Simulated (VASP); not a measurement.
Runs of VASP 6.6.1 on C. The structure is that of space group P6_3/mmc (No. 194), or close to it. The cells are those of the table. 

```tsv
task	cell	gap on the mesh (eV)	pressure (GPa)	largest force (eV/Å)
relaxation of the atoms	atoms relaxed from a = 2.498, b = 2.498, c = 4.223 Å, angles 90.0, 90.0, 120.0°, 4 atoms	3.08	-5.2	-
single point	a = 2.499, b = 2.499, c = 4.223 Å, angles 90.0, 90.0, 120.0°, 4 atoms	3.09	-5.6	0.01
single point	a = 2.498, b = 2.498, c = 4.223 Å, angles 90.0, 90.0, 120.0°, 4 atoms	3.09	-5.2	0.01
relaxation of the atoms	atoms relaxed from a = 2.489, b = 2.489, c = 4.223 Å, angles 90.0, 90.0, 120.0°, 4 atoms	(b)	-2.1	-
relaxation of the atoms	atoms relaxed from a = 2.564, b = 2.564, c = 4.223 Å, angles 90.0, 90.0, 120.0°, 4 atoms	(a)	-25.6	-
single point	a = 2.489, b = 2.489, c = 4.223 Å, angles 90.0, 90.0, 120.0°, 4 atoms	3.05	-2.1	0.01
```

Alike in all rows: level PBEsol; potentials or basis VASP PAW PBE potentials, release 64 (C); no spin polarisation; k mesh 9 × 9 × 6; cutoff (eV) 520; smearing gaussian 0.02 eV.

Question: Estimate the missing entries.

Answer: (a) 3.30; (b) 3.04.

Caveats: the PAW data sets were made with another functional, which shifts forces and pressure a little; an odd mesh through Γ misses points on the zone boundary, where band edges can lie; the cell stands under tension (at least some runs).
